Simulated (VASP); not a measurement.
# WS2 in VASP: a series of runs

The runs below take WS2 through single point, with PBEsol.

All numbers are computed with VASP 6.6.1; they aren't measurements. Logs are shortened: lines on timing, memory, paths and dates and some standing lists are left out, and cuts for length are marked.

**1. The cell of the first run**

The cell holds a slab with vacuum, 3 atoms: a = 3.303 Å, b = 3.303 Å, c = 16.106 Å, α = 90.00°, β = 90.00°, γ = 120.00°.

**2. Single point, PBEsol (strain +0.050 along x and y, -0.050 along z)**

INCAR reads:

```
SYSTEM = WS2
PREC = Accurate
ENCUT = 520
EDIFF = 1E-6
ISMEAR = 0
SIGMA = 0.05
LREAL = .FALSE.
LASPH = .TRUE.
NELM = 60
ALGO = Normal
ISIF = 2
LWAVE = .FALSE.
LCHARG = .TRUE.
GGA = PS
LELF = .TRUE.
LVHAR = .TRUE.
NBANDS = 20
```

KPOINTS reads:

```
Automatic mesh
0
G
  12 12 2
  0 0 0
```

POSCAR reads:

```
WS2
1.0
    3.3030650360      0.0000000000      0.0000000000
   -1.6515325180      2.8605382316      0.0000000000
    0.0000000000      0.0000000000     16.1057500304
W S
1 2
Direct
    0.3333333333      0.6666666667      0.0000000000
    0.6666666667      0.3333333333      0.9075761491
    0.6666666667      0.3333333333      0.0924238509
```

Potentials or basis: VASP PAW PBE potentials, release 64 (W_sv, S).

Run with:

```bash
$ cat potpaw_PBE.64/W_sv/POTCAR potpaw_PBE.64/S/POTCAR > POTCAR
$ mpirun -np 1 vasp_std > vasp.out
```

OUTCAR:

```text
SYSTEM = WS2
   PREC = Accurate
   ENCUT = 520
   EDIFF = 1E-6
   ISMEAR = 0
   LREAL = .FALSE.
   LASPH = .TRUE.
   NELM = 60
   ISIF = 2
   GGA = PS

 ion  position               nearest neighbor table
   1  0.333  0.667  0.000-   2 2.42   3 2.42   2 2.42   3 2.42   2 2.42   3 2.42
   2  0.667  0.333  0.908-   1 2.42   1 2.42   1 2.42
   3  0.667  0.333  0.092-   1 2.42   1 2.42   1 2.42

  LATTYP: Found a hexagonal cell.
 ALAT       =     3.3030650360
 C/A-ratio  =     4.8760014880

  Lattice vectors:

 A1 = (   3.3030650360,   0.0000000000,   0.0000000000)
 A2 = (  -1.6515325180,   2.8605382316,   0.0000000000)
 A3 = (   0.0000000000,   0.0000000000,  16.1057500304)

Analysis of symmetry for initial positions (statically):
=====================================================================
 Subroutine PRICEL returns:
 Original cell was already a primitive cell.

 Routine SETGRP: Setting up the symmetry group for a
 hexagonal supercell.

 Subroutine GETGRP returns: Found 12 space group operations
 (whereof 12 operations were pure point group operations)
 out of a pool of 24 trial point group operations.

The static configuration has the point symmetry D_3h.

Analysis of symmetry for dynamics (positions and initial velocities):
=====================================================================
 Subroutine PRICEL returns:
 Original cell was already a primitive cell.

 Routine SETGRP: Setting up the symmetry group for a
 hexagonal supercell.

 Subroutine GETGRP returns: Found 12 space group operations
 (whereof 12 operations were pure point group operations)
 out of a pool of 24 trial point group operations.

The dynamic configuration has the point symmetry D_3h.

 Subroutine INISYM returns: Found 12 space group operations
 (whereof 12 operations are pure point group operations),
 and found     1 'primitive' translations

----------------------------------------------------------------------------------------

                                     Primitive cell

  volume of cell :     152.1759

  direct lattice vectors                    reciprocal lattice vectors
     3.303065036  0.000000000  0.000000000     0.302749110  0.174792280  0.000000000
    -1.651532518  2.860538232  0.000000000     0.000000000  0.349584560  0.000000000
     0.000000000  0.000000000 16.105750030     0.000000000  0.000000000  0.062089626

  length of vectors
     3.303065036  3.303065036 16.105750030     0.349584560  0.349584560  0.062089626

  position of ions in fractional coordinates (direct lattice)
     0.333333333  0.666666667  0.000000000
     0.666666667  0.333333333  0.907576149
     0.666666667  0.333333333  0.092423851

  ion indices of the primitive-cell ions
   primitive index   ion index
                 1           1
                 2           2
                 3           3

----------------------------------------------------------------------------------------

 KPOINTS: Automatic mesh

Automatic generation of k-mesh.
 Grid dimensions read from file:
 generate k-points for:   12   12    2

 Generating k-lattice:

  Cartesian coordinates                     Fractional coordinates (reciprocal lattice)
     0.025229093  0.014566023  0.000000000     0.083333333  0.000000000  0.000000000
     0.000000000  0.029132047  0.000000000     0.000000000  0.083333333  0.000000000
     0.000000000  0.000000000  0.031044813     0.000000000  0.000000000  0.500000000

  Length of vectors
     0.029132047  0.029132047  0.031044813

  Shift w.r.t. Gamma in fractional coordinates (k-lattice)
     0.000000000  0.000000000  0.000000000

 Subroutine IBZKPT returns following result:
 ===========================================

 Found     38 irreducible k-points:

 Following reciprocal coordinates:
            Coordinates               Weight
  0.000000  0.000000  0.000000      1.000000
  0.083333  0.000000  0.000000      6.000000
  0.166667  0.000000  0.000000      6.000000
  0.250000  0.000000  0.000000      6.000000
  0.333333  0.000000  0.000000      6.000000
  0.416667  0.000000  0.000000      6.000000
[... 16 lines left out ...]
  0.250000  0.000000  0.500000      6.000000
  0.333333  0.000000  0.500000      6.000000
 [... further k-points ...]
   k-points           NKPTS =     38   k-points in BZ     NKDIM =     38   number of bands    NBANDS=     20
   number of dos      NEDOS =    301   number of ions     NIONS =      3
   total plane-waves  NPLWV =  94080
   dimension x,y,z NGX =    28 NGY =   28 NGZ =  120
   dimension x,y,z NGXF=    56 NGYF=   56 NGZF=  240
   ions per type =               1   2
   NGX,Y,Z   is equivalent  to a cutoff of  14.09, 14.09, 12.39 a.u.
   NGXF,Y,Z  is equivalent  to a cutoff of  28.19, 28.19, 24.77 a.u.
 SYSTEM =  WS2
   PREC   = accura    normal or accurate (medium, high low for compatibility)
   ISTART =      0    job   : 0-new  1-cont  2-samecut
   ICHARG =      2    charge: 1-file 2-atom 10-const
   ISPIN  =      1    spin polarized calculation?
   LNONCOLLINEAR =      F non collinear calculations
   LSORBIT =      F    spin-orbit coupling
   LASPH  =      T    aspherical Exc in radial PAW
   ENCUT  =  520.0 eV  38.22 Ry    6.18 a.u.   6.14  6.14 29.95*2*pi/ulx,y,z
   NELM   =     60;   NELMIN=  2; NELMDL= -5     # of ELM steps
   EDIFF  = 0.1E-05   stopping-criterion for ELM
   LREAL  =      F    real-space projection
   EDIFFG = 0.1E-04   stopping-criterion for IOM
   NSW    =      0    number of steps for IOM
   IBRION =     -1    ionic relax: 0-MD 1-quasi-New 2-CG
   NFREE  =      0    steps in history (QN), initial steepest desc. (CG)
   ISIF   =      2    stress and relaxation
   ISYM   =      2    0-nonsym 1-usesym 2-fastsym
   POTIM  = 0.5000    time-step for ionic-motion
   TEBEG  =    0.0;   TEEND  =   0.0 temperature during run
   PSTRESS=    0.0 pullay stress
   NELECT =      26.0000    total number of electrons
   NUPDOWN=      -1.0000    fix difference up-down
   EMIN   =  10.00;   EMAX   =-10.00  energy-range for DOS
   EFERMI =   0.00;   METHOD = LEGACY
   ISMEAR =     0;   SIGMA  =   0.05  broadening in eV -4-tet -1-fermi 0-gaus
   EFERMI_NEDOS =   21; number of points for ismear=-14 and -15
   IALGO  =     38    algorithm
   IMIX   =      4    mixing-type and parameters
     AMIX     =   0.40;   BMIX     =  1.00
     AMIX_MAG =   1.60;   BMIX_MAG =  1.00
  volume/ion in A,a.u.               =      50.73       342.31
  Fermi-wavevector in a.u.,A,eV,Ry     =   0.908414  1.716654 11.227755  0.825217
  Thomas-Fermi vector in A             =   2.032338
   LORBIT       =      0    0 simple, 1 ext, 2 COOP (PROOUT), +10 PAW based schemes
   GGA     = PS    functional components
   LHFCALC =     F    Hartree Fock is set to
   AEXX    =    0.0000 exact exchange contribution
   IVDW    =     0    specifies the selected vdW correction
   LEPSILON=     F    determine dielectric tensor
   LRPA    =     F    only Hartree local field effects (RPA)
 non-spin polarized calculation
 Gauss-broadening in eV      SIGMA  =   0.05
  energy-cutoff  :      520.00
  volume of cell :      152.18
 maximum number of plane-waves:      4134
 NGX is ok and might be reduce to    28
   NGX = 13   NGY = 13   NGZ = 59

 number of electron      25.9999998 magnetization

 Free energy of the ion-electron system (eV)
  ---------------------------------------------------
  ext. energy  EPLUGINS =         0.00000000
  ---------------------------------------------------
  free energy    TOTEN  =       -25.01330006 eV

  energy without entropy =      -25.01330006  energy(sigma->0) =      -25.01330006

 E-fermi :  -0.5042     XC(G=0):  -4.5780

 val. band max:       -0.9683636814   @ k =   0.0000   0.0000   0.5000
 cond. band min:      -0.2968183723   @ k =   0.3333   0.3333   0.5000
 fundamental gap:      0.6715453091
 Fermi energy:        -0.5042055295

 k-point     1 :       0.0000    0.0000    0.0000
  band No.  band energies     occupation
      1     -75.5383      2.00000
      2     -39.7108      2.00000
      3     -39.6834      2.00000
      4     -39.6834      2.00000
      5     -16.0468      2.00000
      6     -14.1754      2.00000
[... 12 lines left out ...]
     19       4.0890      0.00000
     20       4.3668      0.00000

 k-point     2 :       0.0833    0.0000    0.0000
  band No.  band energies     occupation
      1     -75.5377      2.00000
      2     -39.7080      2.00000
      3     -39.6993      2.00000
      4     -39.6871      2.00000
      5     -15.9458      2.00000
      6     -14.1467      2.00000
[... 12 lines left out ...]
     19       4.2665      0.00000
     20       4.4924      0.00000

 k-point     3 :       0.1667    0.0000    0.0000
  band No.  band energies     occupation
      1     -75.5359      2.00000
      2     -39.7424      2.00000
      3     -39.7003      2.00000
      4     -39.6972      2.00000
      5     -15.6597      2.00000
      6     -14.0656      2.00000
[... 12 lines left out ...]
     19       4.8488      0.00000
     20       4.9570      0.00000

 k-point     4 :       0.2500    0.0000    0.0000
  band No.  band energies     occupation
      1     -75.5334      2.00000
      2     -39.8008      2.00000
      3     -39.7110      2.00000
      4     -39.6898      2.00000
      5     -15.2398      2.00000
      6     -13.9480      2.00000
[... 12 lines left out ...]
     19       5.3915      0.00000
     20       5.8276      0.00000

 k-point     5 :       0.3333    0.0000    0.0000
  band No.  band energies     occupation
      1     -75.5309      2.00000
      2     -39.8585      2.00000
      3     -39.7248      2.00000
      4     -39.6792      2.00000
      5     -14.7757      2.00000
      6     -13.8210      2.00000
[... 12 lines left out ...]
     19       5.8186      0.00000
     20       5.9815      0.00000
[... 353 lines left out ...]
      6     -14.1467      2.00000
[... 12 lines left out ...]
     19       4.1910      0.00000
     20       4.5419      0.00000

 k-point    22 :       0.1667    0.0000    0.5000
  band No.  band energies     occupation
      1     -75.5358      2.00000
      2     -39.7424      2.00000
      3     -39.7003      2.00000
      4     -39.6972      2.00000
      5     -15.6597      2.00000
      6     -14.0656      2.00000
[... 12 lines left out ...]
     19       4.5603      0.00000
     20       5.1833      0.00000

 k-point    23 :       0.2500    0.0000    0.5000
  band No.  band energies     occupation
      1     -75.5334      2.00000
      2     -39.8008      2.00000
      3     -39.7110      2.00000
      4     -39.6898      2.00000
      5     -15.2398      2.00000
      6     -13.9480      2.00000
[... 12 lines left out ...]
     19       5.1453      0.00000
     20       6.0430      0.00000

 k-point    24 :       0.3333    0.0000    0.5000
  band No.  band energies     occupation
      1     -75.5309      2.00000
      2     -39.8585      2.00000
      3     -39.7248      2.00000
      4     -39.6792      2.00000
      5     -14.7757      2.00000
      6     -13.8210      2.00000
[... 12 lines left out ...]
     19       5.8506      0.00000
     20       5.9062      0.00000

 [... further k-points ...]

------------------------ aborting loop because EDIFF is reached ----------------------------------------

  FORCE on cell =-STRESS in cart. coord.  units (eV):
  Direction    XX          YY          ZZ          XY          YZ          ZX
  --------------------------------------------------------------------------------------
  -------------------------------------------------------------------------------------
  Total       -3.9718722     -3.9718722      1.5273373     -0.0000000      0.0000000     -0.0000000
  in kB      -41.8176879    -41.8176879     16.0805053     -0.0000000      0.0000000     -0.0000000
  external PRESSURE =     -22.5182901 kB  Pullay stress =       0.0000000 kB

 VOLUME and BASIS-vectors are now :
 -----------------------------------------------------------------------------
  energy-cutoff  :      520.00
  volume of cell :      152.18
      direct lattice vectors                 reciprocal lattice vectors
     3.303065036  0.000000000  0.000000000     0.302749110  0.174792280  0.000000000
    -1.651532518  2.860538232  0.000000000     0.000000000  0.349584560  0.000000000
     0.000000000  0.000000000 16.105750030     0.000000000  0.000000000  0.062089626

 POSITION                                       TOTAL-FORCE (eV/Angst)
 -----------------------------------------------------------------------------------
     -0.00000      1.90703      0.00000         0.000000      0.000000      0.000000
      1.65153      0.95351     14.61719        -0.000000      0.000000     -0.522237
      1.65153      0.95351      1.48856        -0.000000     -0.000000      0.522237
 -----------------------------------------------------------------------------------
    total drift:                               -0.000000      0.000000     -0.000000

  FREE ENERGIE OF THE ION-ELECTRON SYSTEM (eV)
  ---------------------------------------------------
  free  energy   TOTEN  =       -25.0133000587 eV

  energy  without entropy=      -25.0133000587  energy(sigma->0) =      -25.01330006
```

Run time: 2.4 min. Hardware: 1 thread of Intel Xeon Platinum 8488C (Sapphire Rapids), shared host; peak memory 0.34 GiB.

Results:

- Free energy: -25.0133 eV
- Largest force: 0.522 eV/Å
- Band gap on the k mesh: 0.67 eV, indirect (least direct gap 1.30 eV)

Forces on the atoms (eV/Å):
```
W    0.000  0.000  0.000
S    0.000  0.000 -0.522
S    0.000  0.000  0.522
```

Levels at points of the mesh, in eV from the valence-band top:
```
           k point  band 10  band 11  band 12  band 13  band 14  band 15  band 16  band 17
(0.00, 0.00, 0.00)    -2.52    -2.52    -2.03     0.00     2.15     2.15     2.56     2.56
(0.50, 0.00, 0.00)    -4.10    -2.19    -2.14    -1.31     1.82     2.22     3.53     4.25
(0.00, 0.00, 0.50)    -2.52    -2.52    -2.03     0.00     2.15     2.15     2.56     2.56
(0.50, 0.00, 0.50)    -4.10    -2.19    -2.14    -1.31     1.82     2.22     3.53     4.25
```

Caveat: the cell differs from its parent crystal (strain +0.050 along x and y, -0.050 along z); the PAW data sets were made with another functional, which shifts forces and pressure a little; spin-orbit coupling is left out, which moves the levels of the heavy elements.

**3. Single point, PBEsol (strain +0.000 along x and y, +0.050 along z)**

INCAR reads:

```
SYSTEM = WS2
  ALGO = Normal
  EDIFF = 1E-7
  ENCUT = 520
  GGA = PS
  ISIF = 2
  ISMEAR = 0
  LASPH = .True.
  LCHARG = .False.
  LREAL = .False.
  LWAVE = .False.
  NBANDS = 20
  NELM = 60
  PREC = Accurate
  SIGMA = 0.05
```

KPOINTS reads:

```
k-points
0
Gamma
  12 12 2
  0 0 0
```

POSCAR reads:

```
WS2
1.0
    3.1457762248      0.0000000000      0.0000000000
   -1.5728881124      2.7243221253      0.0000000000
    0.0000000000      0.0000000000     17.8010921388
W S
1 2
Direct
    0.3333333333      0.6666666667      0.0000000000
    0.6666666667      0.3333333333      0.9075761491
    0.6666666667      0.3333333333      0.0924238509
```

Potentials or basis: VASP PAW PBE potentials, release 64 (W_sv, S).

Run with:

```bash
$ cat potpaw_PBE.64/W_sv/POTCAR potpaw_PBE.64/S/POTCAR > POTCAR
$ mpirun -np 1 vasp_std > vasp.out
```

It took 2.2 min on 1 thread of Intel Xeon Platinum 8488C (Sapphire Rapids), shared host; peak memory 0.32 GiB.

The run converged. Its results:

```
Free energy            : -25.1348 eV
Largest force          : 1.425 eV/Å
Band gap on the k mesh : 1.71 eV, indirect (least direct gap 2.13 eV)
```

Forces on the atoms (eV/Å):
```
W    0.000  0.000  0.000
S    0.000  0.000  1.425
S    0.000  0.000 -1.425
```

Levels at points of the mesh, in eV from the valence-band top:
| k point | band 11 | band 12 | band 13 | band 14 | band 15 | band 16 |
| --- | --- | --- | --- | --- | --- | --- |
| (0.00, 0.00, 0.00) | -1.26 | -1.26 | -0.47 | 2.88 | 2.88 | 2.91 |
| (0.50, 0.00, 0.00) | -2.41 | -1.03 | -1.00 | 3.04 | 3.23 | 3.84 |
| (0.00, 0.00, 0.50) | -1.26 | -1.26 | -0.47 | 2.88 | 2.88 | 2.91 |
| (0.50, 0.00, 0.50) | -2.41 | -1.03 | -1.00 | 3.04 | 3.23 | 3.84 |

Caveat: the cell differs from its parent crystal (strain +0.000 along x and y, +0.050 along z); the PAW data sets were made with another functional, which shifts forces and pressure a little; spin-orbit coupling is left out, which moves the levels of the heavy elements.

**4. Single point, PBEsol (strain +0.025 along x and y, +0.000 along z)**

INCAR reads:

```
ALGO     = Normal         # electronic algorithm
EDIFF    = 1E-7           # SCF threshold, eV
ENCUT    = 520            # plane-wave cutoff, eV
GGA      = PS             # functional
ISIF     = 2              # what is computed and relaxed
ISMEAR   = 0              # smearing method
LASPH    = T              # aspherical terms in the spheres
LCHARG   = F              # write CHGCAR
LREAL    = F              # projectors in reciprocal space
LWAVE    = F              # write WAVECAR
NBANDS   = 20             # bands
NELM     = 80             # most SCF steps
PREC     = Accurate       # precision mode
SIGMA    = 0.05           # smearing width, eV
```

KPOINTS reads:

```
k-points
0
Gamma
  12 12 2
```

POSCAR reads:

```
WS2
1.0
    3.2244206304      0.0000000000      0.0000000000
   -1.6122103152      2.7924301784      0.0000000000
    0.0000000000      0.0000000000     16.9534210846
W S
1 2
Direct
    0.3333333333      0.6666666667      0.0000000000
    0.6666666667      0.3333333333      0.9075761491
    0.6666666667      0.3333333333      0.0924238509
```

Run with:

```bash
$ cat potpaw_PBE.64/W_sv/POTCAR potpaw_PBE.64/S/POTCAR > POTCAR
$ mpirun -np 1 vasp_std > vasp.out
```

It took 2.2 min on 1 thread of Intel Xeon Platinum 8488C (Sapphire Rapids), shared host; peak memory 0.3 GiB.

It converged, with:

* Free energy: -25.1775 eV
* Largest force: 0.519 eV/Å
* Band gap on the k mesh: 1.61 eV, indirect (least direct gap 1.67 eV)

Forces on the atoms (eV/Å):
```
W    0.000  0.000  0.000
S    0.000  0.000  0.519
S    0.000  0.000 -0.519
```

Levels at points of the mesh, in eV from the valence-band top:
```csv
k point,band 10,band 11,band 12,band 13,band 14,band 15,band 16,band 17
"(0.00, 0.00, 0.00)",-2.04,-1.71,-1.71,0.00,2.73,2.73,2.91,2.91
"(0.50, 0.00, 0.00)",-3.43,-2.09,-1.38,-0.95,2.62,3.08,3.91,4.56
"(0.00, 0.00, 0.50)",-2.04,-1.71,-1.71,0.00,2.73,2.73,2.91,2.91
"(0.50, 0.00, 0.50)",-3.43,-2.09,-1.38,-0.95,2.62,3.08,3.91,4.56
```

Caveat: the cell differs from its parent crystal (strain +0.025 along x and y, +0.000 along z); the PAW data sets were made with another functional, which shifts forces and pressure a little; spin-orbit coupling is left out, which moves the levels of the heavy elements.

**5. Summary**

```csv
cell,gap on the mesh (eV),largest force (eV/Å)
"a = 3.303, b = 3.303, c = 16.106 Å, angles 90.0, 90.0, 120.0°, 3 atoms",0.67,0.52
"a = 3.146, b = 3.146, c = 17.801 Å, angles 90.0, 90.0, 120.0°, 3 atoms",1.71,1.43
"a = 3.224, b = 3.224, c = 16.953 Å, angles 90.0, 90.0, 120.0°, 3 atoms",1.61,0.52
```

Alike in all rows: task single point; level PBEsol; potentials or basis VASP PAW PBE potentials, release 64 (W_sv, S); no spin polarisation; k mesh 12 × 12 × 2; cutoff (eV) 520; smearing gaussian 0.05 eV.

Caveats: the PAW data sets were made with another functional, which shifts forces and pressure a little; spin-orbit coupling is left out, which moves the levels of the heavy elements.

Total energies depend on the potentials used, so only differences within one code and one set of settings carry meaning.
